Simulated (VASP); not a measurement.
Input of a VASP 6.6.1 run:

File INCAR:

```
PREC = Accurate
ENCUT = 520
EDIFF = 1E-6
ISMEAR = -1
SIGMA = 0.05
LREAL = F
LASPH = T
NELM = 80
ALGO = Normal
ISIF = 2
LWAVE = F
LCHARG = T
GGA = PS
LELF = T
LVHAR = T
NBANDS = 24
```

KPOINTS

```
regular mesh
0
Gamma
  4 4 4
```

Contents of POSCAR:

```
Sc2BC2
1.0
   -1.6629500000      1.6629500000      5.3370500000
    1.6629500000     -1.6629500000      5.3370500000
    1.6629500000      1.6629500000     -5.3370500000
Sc B C
2 1 2
Direct
    0.3475900000      0.3475900000      0.0000000000
    0.6524100000      0.6524100000      0.0000000000
    0.0000000000      0.0000000000      0.0000000000
    0.1381600000      0.1381600000      0.0000000000
    0.8618400000      0.8618400000      0.0000000000
```

Potentials or basis: VASP PAW PBE potentials, release 64 (Sc_sv, B, C).

Launch:

```bash
$ cat potpaw_PBE.64/Sc_sv/POTCAR potpaw_PBE.64/B/POTCAR potpaw_PBE.64/C/POTCAR > POTCAR
$ mpirun -np 1 vasp_std > vasp.out
```

(1) What does it give for the largest force?

(2) Estimate the pressure.

## Answers

(1) 0.422 eV/Å.

(2) -2.6 GPa.

Caveat: the k points lie up to 0.67 Å⁻¹ apart; the PAW data sets were made with another functional, which shifts forces and pressure a little.
